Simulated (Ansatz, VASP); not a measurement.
## Si in VASP and in Ansatz

The input INCAR:

```
ALGO = Normal
EDIFF = 1E-7
ENCUT = 520
ISIF = 2
ISMEAR = 0
LASPH = T
LCHARG = F
LREAL = F
LWAVE = F
NBANDS = 16
NELM = 100
PREC = Accurate
SIGMA = 0.03
```

File KPOINTS:

```
k-points
0
Gamma
  12 12 6
```

The input POSCAR:

```
Si
1.0
    3.6181519190      0.0000000000      0.0000000000
   -1.8090759595      3.1334114766      0.0000000000
    0.0000000000      0.0000000000      6.9428717174
Si
4
Direct
    0.3333333333      0.6666666667      0.0821179099
    0.6666666667      0.3333333333      0.5821179099
    0.3333333333      0.6666666667      0.4178820901
    0.6666666667      0.3333333333      0.9178820901
```

Input for Ansatz:

```yaml
crystal:
  lattice:
    - [3.618151919, 0.0, 0.0]
    - [-1.8090759595, 3.1334114766, 0.0]
    - [0.0, 0.0, 6.9428717174]
  atoms:
    - { symbol: Si, position: [0.3333333333, 0.6666666667, 0.0821179099] }
    - { symbol: Si, position: [0.6666666667, 0.3333333333, 0.5821179099] }
    - { symbol: Si, position: [0.3333333333, 0.6666666667, 0.4178820901] }
    - { symbol: Si, position: [0.6666666667, 0.3333333333, 0.9178820901] }
basis:
  ecutwfc: 420
kpoints:
  mp_grid: { grid: [12, 12, 6] }
hamiltonian:
  xc: lda
  pseudopotentials: { kind: paw, azcp: { folder: soft_1 } }
scf:
  occupations: { method: gaussian, width: 0.03 }
output:
  forces: true
  stress: true
  eigenvalues: true
```

Alike in both runs: task single point; functional LDA; k mesh 12 × 12 × 6; occupations gaussian, width 0.03 eV; no spin polarisation.

|  | VASP | Ansatz |
| --- | --- | --- |
| version | VASP 6.6.1 | Ansatz 0.2.0 |
| potentials or method | VASP PAW LDA potentials, release 64 (Si), cutoff 520 eV | scalar-relativistic, plane waves, PAW |
| valence electrons in the cell | 16 | 16 |

```csv
,VASP,Ansatz,Ansatz less VASP
gap on the k mesh at the Fermi level (eV),none,none,-
pressure (GPa),-2.6,-2.6,-0.04
"traceless stress, the component that is largest in VASP (GPa)",-11.13,-11.07,+0.064
rms of the force components (eV/Å),1.019,1.026,+0.0072
```

Ansatz warns that its potentials were made for another functional, while VASP's fit it. LDA's correlation is that of Perdew and Zunger in VASP and of Perdew and Wang (1992) in Ansatz. Atom by atom the forces differ by 0.007 eV/Å (rms over components). A gap of «none» marks a metal or a gap that the smearing closes.
